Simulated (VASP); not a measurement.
Wanted: the native input for a VASP 6.6.1 run.

```
Task                   : single point
Functional             : PBEsol
Potentials or basis    : VASP PAW PBE potentials, release 64 (Co, W_sv)
Cutoff                 : 520 eV
k mesh                 : 12 × 12 × 12
Occupations            : gaussian, width 0.15 eV
Spin                   : no spin polarisation
Dipole correction      : no
Further INCAR settings : ALGO = Fast; EDIFF = 1e-07; NBANDS = 34
```

The structure of CoW3 lies in POSCAR:

```
CoW3
1.0
    3.8582449768      0.0000000000      0.0000000000
    0.0000000000      3.8582449768      0.0000000000
    0.0000000000      0.0000000000      3.6653327280
Co W
1 3
Direct
    0.0000000000      0.0000000000      0.0000000000
    0.0000000000      0.5000000000      0.5000000000
    0.5000000000      0.0000000000      0.5000000000
    0.5000000000      0.5000000000      0.0000000000
```

This cell differs from its parent crystal: strain +0.000 along x and y, -0.050 along z.

One way to write it, as run:

INCAR

```
SYSTEM = CoW3
PREC = Accurate ; ENCUT = 520
EDIFF = 1E-7 ; ISMEAR = 0
SIGMA = 0.15 ; LREAL = .False.
LASPH = .True. ; NELM = 60
ALGO = Fast ; ISIF = 2
LWAVE = .False. ; LCHARG = .False.
GGA = PS ; NBANDS = 34
```

KPOINTS

```
regular mesh
0
Gamma
  12 12 12
  0 0 0
```

Potentials or basis: VASP PAW PBE potentials, release 64 (Co, W_sv).

Run with:

```console
$ cat potpaw_PBE.64/Co/POTCAR potpaw_PBE.64/W_sv/POTCAR > POTCAR
$ mpirun -np 1 vasp_std > vasp.out
```

It gave:

```yaml
Pressure: 18.0 GPa
Band_gap_on_the_k_mesh: zero (an odd number of electrons rules out a gap without spin polarisation)
```

Caveat: the cell differs from its parent crystal (strain +0.000 along x and y, -0.050 along z); the cell stands under pressure; the PAW data sets were made with another functional, which shifts forces and pressure a little; spin-orbit coupling is left out, which moves the levels of the heavy elements; the run has no spin polarisation, though such a crystal can be magnetic.

Wall time 7.7 min on 1 thread of Intel(R) Xeon(R) 6975P-C (Granite Rapids) (shared host), peak memory 0.39 GiB.
